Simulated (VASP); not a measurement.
**AlN: relaxation of cell and atoms with PBE**

The system is AlN.

```xyz
2
Lattice="0.0000 2.1840 2.1840 2.1840 0.0000 2.1840 2.1840 2.1840 0.0000" Properties=species:S:1:pos:R:3 pbc="T T T"
Al    0.0000    0.0000    0.0000
N     3.2760    3.2760    3.2760
```

```json
{
 "Program": "VASP 6.6.1",
 "Task": "relaxation of cell and atoms",
 "Functional": "PBE",
 "Potentials or basis": "VASP PAW PBE potentials, release 64 (Al, N)",
 "Cutoff": "600 eV",
 "k mesh": "8 × 8 × 8",
 "Occupations": "methfessel-paxton, width 0.1 eV",
 "Spin": "no spin polarisation",
 "Target pressure": "6 GPa",
 "Dipole correction": "no",
 "Further INCAR settings": "ALGO = Normal; EDIFF = 1e-07; IBRION = 2; EDIFFG = -0.02; NSW = 80; ISIF = 3"
}
```

```
Relaxed volume                                         : 10.34 Å³/atom
Relaxed cell                                           : a = 3.081 Å, b = 3.081 Å, c = 3.081 Å, α = 60.00°, β = 60.00°, γ = 60.00°
Space group after relaxing (to 0.05 Å)                 : F-43m (No. 216)
Energy change on relaxing (the enthalpy is what falls) : +2.4 meV/atom
Ionic steps                                            : 3
Pressure after relaxing                                : 6.0 GPa
Band gap on the k mesh                                 : 3.32 eV, indirect (least direct gap 4.26 eV)
```

The path:
| step | energy change (eV) | largest force (eV/Å) | pressure (GPa) | volume (Å³) |
| --- | --- | --- | --- | --- |
| 1 | 0.0000 | 0.0000 | 4.48 | 20.83 |
| 2 | 0.0112 | 0.0000 | 7.60 | 20.54 |
| 3 | 0.0048 | 0.0000 | 6.01 | 20.69 |

Final structure:
```cif
data_structure
_symmetry_space_group_name_H-M 'P 1'
_symmetry_Int_Tables_number 1
_cell_length_a 3.0813
_cell_length_b 3.0813
_cell_length_c 3.0813
_cell_angle_alpha 60.000
_cell_angle_beta 60.000
_cell_angle_gamma 60.000
_cell_volume 20.69
loop_
_atom_site_label
_atom_site_type_symbol
_atom_site_fract_x
_atom_site_fract_y
_atom_site_fract_z
_atom_site_occupancy
Al1 Al 0.00000 0.00000 0.00000 1
N1 N 0.75000 0.75000 0.75000 1
```

Levels at points of the mesh, in eV from the valence-band top:
```
           k point  band 2  band 3  band 4  band 5  band 6  band 7
(0.00, 0.00, 0.00)    0.00    0.00    0.00    4.26   12.63   12.63
(0.50, 0.00, 0.00)   -5.88   -0.48   -0.48    7.45    9.91   11.19
(0.50, 0.50, 0.00)   -4.92   -1.78   -1.78    3.32    8.66   14.05
```

Run time: 36 s on 1 thread of Intel Xeon 8259CL, with other jobs on the host, peak memory 0.15 GiB.

Caveat: the cell is relaxed towards a set pressure, so the enthalpy falls and the energy may rise. Expect the measured gap to be larger: semilocal functionals such as PBE lack the derivative discontinuity.
